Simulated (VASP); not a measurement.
## Pt: relaxation of cell and atoms with revPBE

Crystal: Pt.

```
Pt
1.0
     2.77405    0.00000    0.00000
    -1.38702    2.40239    0.00000
     0.00000    0.00000    4.53002
Pt
2
Direct
  0.33333 0.66667 0.25000
  0.66667 0.33333 0.75000
```

```yaml
Program: VASP 6.6.1
Task: relaxation of cell and atoms
Functional: revPBE
Potentials_or_basis: VASP PAW PBE potentials, release 64 (Pt)
Cutoff: 600 eV
k_mesh: 13 × 13 × 7
Occupations: fermi-dirac, width 0.1 eV
Spin: no spin polarisation
Dipole_correction: no
Further_INCAR_settings: ALGO = Normal; EDIFF = 1e-06; IBRION = 2; EDIFFG = -0.01; NSW = 80; ISIF = 3
```

```json
{
 "Relaxed volume": "15.94 Å³/atom",
 "Relaxed cell": "a = 2.777 Å, b = 2.777 Å, c = 4.773 Å, α = 90.00°, β = 90.00°, γ = 120.00°",
 "Space group after relaxing (to 0.05 Å)": "P6_3/mmc (No. 194)",
 "Energy gained by relaxing": "48.1 meV/atom",
 "Ionic steps": "9",
 "Pressure after relaxing": "0.0 GPa",
 "Band gap on the k mesh": "zero (band 10 reaches 10.65 eV, above the bottom of band 11 at 9.55 eV)"
}
```

Step by step:
| step | energy change (eV) | largest force (eV/Å) | pressure (GPa) | volume (Å³) |
| --- | --- | --- | --- | --- |
| 1 | 0.0000 | 0.0000 | 14.37 | 30.19 |
| 2 | 0.2657 | 0.0000 | -21.28 | 36.48 |
| 3 | -0.0792 | 0.0000 | -1.35 | 32.04 |
| 4 | -0.0794 | 0.0000 | -0.81 | 31.96 |
| 5 | -0.0936 | 0.0000 | -0.23 | 31.88 |
| 6 | -0.0962 | 0.0000 | 0.30 | 31.83 |
| 7 | -0.0962 | 0.0000 | 0.32 | 31.83 |
| 8 | -0.0960 | 0.0000 | -0.67 | 31.96 |
| 9 | -0.0962 | 0.0000 | 0.03 | 31.87 |

Final structure:
```yaml
crystal:
  lattice:
    - [2.77670, 0.00000, 0.00000]
    - [-1.38835, 2.40469, 0.00000]
    - [0.00000, 0.00000, 4.77306]
  atoms:
    - { symbol: Pt, position: [0.33333, 0.66667, 0.25000] }
    - { symbol: Pt, position: [0.66667, 0.33333, 0.75000] }
```

Levels at points of the mesh, in eV from the Fermi level:
| k point | band 8 | band 9 | band 10 | band 11 | band 12 | band 13 |
| --- | --- | --- | --- | --- | --- | --- |
| (0.00, 0.00, 0.00) | -1.85 | -1.85 | -0.60 | -0.24 | -0.24 | 4.75 |

It took 78 s on 1 thread of Intel(R) Xeon(R) 6975P-C (Granite Rapids), on a shared host, peak memory 0.19 GiB.

Caveat: the PAW data sets were made with another functional, which shifts forces and pressure a little; spin-orbit coupling is left out, which moves the levels of the heavy elements.
